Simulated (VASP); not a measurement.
Here is a VASP 6.6.1 calculation.

Contents of INCAR:

```
SYSTEM = RbBr
ALGO = Normal
EDIFF = 1E-6
ENCUT = 500
GGA = PE
GGA_COMPAT = .False.
ISIF = 2
ISMEAR = 0
LASPH = .True.
LCHARG = .False.
LREAL = .False.
LWAVE = .False.
NBANDS = 15
NELM = 120
PREC = Accurate
SIGMA = 0.02
```

File KPOINTS:

```
k-points
0
Gamma
  6 6 6
  0 0 0
```

POSCAR

```
RbBr
1.0
    0.0000000000      3.5087293501      3.5087293501
    3.5087293501      0.0000000000      3.5087293501
    3.5087293501      3.5087293501      0.0000000000
Rb Br
1 1
Direct
    0.0000000000      0.0000000000      0.0000000000
    0.5000000000      0.5000000000      0.5000000000
```

Potentials or basis: VASP PAW PBE potentials, release 64 (Rb_sv, Br).

The run is started by

```sh
$ cat potpaw_PBE.64/Rb_sv/POTCAR potpaw_PBE.64/Br/POTCAR > POTCAR
$ mpirun -np 1 vasp_std > vasp.out
```

(1) What does it give for the band gap on the k mesh?

(2) Predict the pressure.

Answers

(1) 4.19 eV.

(2) 0.0 GPa.
